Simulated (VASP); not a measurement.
Al: single point with r2SCAN0

The system is Al.

```
CELL_PARAMETERS angstrom
0.00000 2.02481 2.02481
2.02481 0.00000 2.02481
2.02481 2.02481 0.00000
ATOMIC_POSITIONS crystal
Al 0.00000 0.00000 0.00000
```

```json
{"Program": "VASP 6.6.1", "Task": "single point", "Functional": "r2SCAN0", "Potentials or basis": "VASP PAW PBE potentials, release 64 (Al)", "Cutoff": "520 eV", "k mesh": "6 × 6 × 6", "Occupations": "fermi-dirac, width 0.05 eV", "Spin": "no spin polarisation", "Dipole correction": "no", "Grid for exact exchange (PRECFOCK)": "Normal", "Further INCAR settings": "ALGO = Normal; EDIFF = 1e-06; NBANDS = 8"}
```

```
Pressure : -3.0 GPa
```

Levels at points of the mesh, in eV from the Fermi level:
| k point | band 1 | band 2 | band 3 | band 4 |
| --- | --- | --- | --- | --- |
| (0.00, 0.00, 0.00) | -14.07 | 13.92 | 13.92 | 13.92 |
| (0.50, 0.00, 0.00) | -6.48 | -6.05 | 12.62 | 12.62 |
| (0.50, 0.50, 0.00) | -4.41 | -2.71 | 5.86 | 6.28 |

Run time: 35 s on 1 thread of Intel(R) Xeon(R) Platinum 8488C (Sapphire Rapids), with other jobs on the host, peak memory 0.13 GiB.

Caveat: the k points lie up to 0.45 Å⁻¹ apart; the PAW data sets were made with another functional, which shifts forces and pressure a little.
